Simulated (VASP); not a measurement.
A run of VASP 6.6.1 is set up as follows.

Contents of POSCAR:

```
MnAu
1.0
    3.3312528990      0.0000000000      0.0000000000
    0.0000000000      3.3312528990      0.0000000000
    0.0000000000      0.0000000000      3.3312528990
Mn Au
1 1
Direct
    0.5000000000      0.5000000000      0.5000000000
    0.0000000000      0.0000000000      0.0000000000
```

Contents of INCAR.step1:

```
PREC = Accurate
ENCUT = 520
ISMEAR = -1
SIGMA = 0.1
LREAL = F
LASPH = T
NELM = 150
ISPIN = 2
MAGMOM = 5.2 0
LMAXMIX = 4
NBANDS = 23
GGA = PE
ALGO = Normal
EDIFF = 1E-4
LWAVE = T
LCHARG = F
```

The input INCAR.step2:

```
PREC = Accurate
ENCUT = 520
EDIFF = 1E-6
ISMEAR = -1
SIGMA = 0.1
LREAL = F
LASPH = T
NELM = 150
ALGO = Normal
ISIF = 2
LWAVE = F
LCHARG = T
ISPIN = 2
MAGMOM = 5.2 0
LORBIT = 11
LMAXMIX = 4
METAGGA = R2SCAN
LMIXTAU = T
LELF = T
LVHAR = T
NBANDS = 23
ISTART = 1
```

KPOINTS

```
Automatic mesh
0
Gamma
  7 7 7
```

Potentials or basis: VASP PAW PBE potentials, release 64 (Mn_pv, Au).

Launch:

```bash
$ cat potpaw_PBE.64/Mn_pv/POTCAR potpaw_PBE.64/Au/POTCAR > POTCAR
$ cp INCAR.step1 INCAR
$ mpirun -np 1 vasp_std > vasp.out
$ cp INCAR.step2 INCAR
$ mpirun -np 1 vasp_std > vasp.out
```

(1) Estimate the pressure.

(2) What does it give for the net moment?

Answers

(1) -10.6 GPa.

(2) 4.41 μB per cell.

Caveat: the cell stands under tension; the PAW data sets were made with another functional, which shifts forces and pressure a little.
